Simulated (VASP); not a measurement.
# InP: single point with r2SCAN

InP:

```
In P
1.0
     0.00000    2.49092    2.93050
     2.49092    0.00000    2.93050
     2.49092    2.49092    0.00000
In P
1 1
Direct
  0.00000 0.00000 0.00000
  0.75000 0.75000 0.75000
```

This cell differs from its parent crystal: strain -0.1500 x Voigt [1, 1, 0, 0, 0, 0].

* Program: VASP 6.6.1
* Task: single point
* Functional: r2SCAN
* Potentials or basis: VASP PAW PBE potentials, release 64 (In_d, P)
* Cutoff: 520 eV
* k mesh: 8 × 8 × 8
* Occupations: gaussian, width 0.05 eV
* Spin: no spin polarisation

| Property | Result |
| --- | --- |
| Pressure | 48.6 GPa |
| Band gap on the k mesh | 0.51 eV (least direct gap 2.40 eV) |

Stress tensor (GPa, compression positive):
```
50.35  0.00  0.00
 0.00 50.35  0.00
 0.00  0.00 45.13
```

Levels at points of the mesh, in eV from the valence-band top:
```tsv
k point	band 5	band 6	band 7	band 8	band 9	band 10	band 11	band 12	band 13	band 14
(0.00, 0.00, 0.00)	-15.82	-15.16	-1.34	0.00	0.00	2.40	3.95	3.95	4.00	7.64
(0.50, 0.00, 0.00)	-15.79	-11.97	-8.51	-2.84	-1.15	1.33	4.75	5.47	7.90	10.99
(0.50, 0.50, 0.00)	-15.77	-11.71	-9.03	-3.26	-3.26	2.03	3.00	10.25	11.72	12.32
(0.50, 0.00, 0.50)	-15.76	-10.56	-7.49	-4.63	-4.41	0.51	1.29	9.78	9.79	10.41
```

Run time: 2.3 min on 1 thread of Intel(R) Xeon(R) Platinum 8259CL CPU @ 2.50GHz (Skylake/Cascade Lake) (shared host), peak memory 0.18 GiB.

Caveat: the cell differs from its parent crystal (strain -0.1500 x Voigt [1, 1, 0, 0, 0, 0]); the stress differs along the axes, from 45 to 50 GPa; semilocal functionals underestimate gaps, and a narrow one can read as zero; the PAW data sets were made with another functional, which shifts forces and pressure a little; spin-orbit coupling is left out, which moves the levels of the heavy elements. A k mesh can miss the band edges.
